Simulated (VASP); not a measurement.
# RbSrBr3: single point with PBE

RbSrBr3:

```
CELL_PARAMETERS angstrom
5.94608 -0.05946 0.00000
-0.05946 5.94608 0.00000
0.00000 0.00000 5.94608
ATOMIC_POSITIONS crystal
Rb 0.00000 0.00000 0.00000
Sr 0.50000 0.50000 0.50000
Br 0.50000 0.50000 0.00000
Br 0.50000 0.00000 0.50000
Br 0.00000 0.50000 0.50000
```

This cell differs from its parent crystal: shear xy strain -2.0%.

* Program: VASP 6.6.1
* Task: single point
* Functional: PBE
* Potentials or basis: VASP PAW PBE potentials, release 64 (Rb_sv, Sr_sv, Br)
* Cutoff: 520 eV
* k mesh: 4 × 4 × 4
* Occupations: fermi-dirac, width 0.02 eV
* Spin: no spin polarisation
* Dipole correction: no
* Further INCAR settings: ALGO = Normal; EDIFF = 1e-07; NBANDS = 28

```yaml
Pressure: 0.5 GPa
Band_gap_on_the_k_mesh: 3.91 eV (least direct gap 4.13 eV)
```

Stress tensor (GPa, compression positive):
```
0.53 0.08 0.00
0.08 0.53 0.00
0.00 0.00 0.53
```

Levels at points of the mesh, in eV from the valence-band top:
```tsv
k point	band 18	band 19	band 20	band 21	band 22	band 23
(0.00, 0.00, 0.00)	-0.26	-0.24	-0.21	3.91	5.20	5.21
(0.50, 0.00, 0.00)	-0.57	-0.32	-0.32	5.41	5.61	5.67
(0.50, 0.50, 0.00)	-0.70	-0.69	-0.01	6.31	6.48	6.54
(0.00, 0.00, 0.50)	-0.57	-0.37	-0.28	5.40	5.62	5.69
(0.50, 0.00, 0.50)	-0.69	-0.69	-0.01	6.31	6.48	6.51
(0.50, 0.50, 0.50)	-0.01	0.00	0.00	5.40	6.30	6.33
```

It took 2.6 min on 1 thread of Intel Xeon 8259CL, on a shared host, peak memory 0.4 GiB.

Caveat: the cell differs from its parent crystal (shear xy strain -2.0%). A k mesh can miss the band edges.
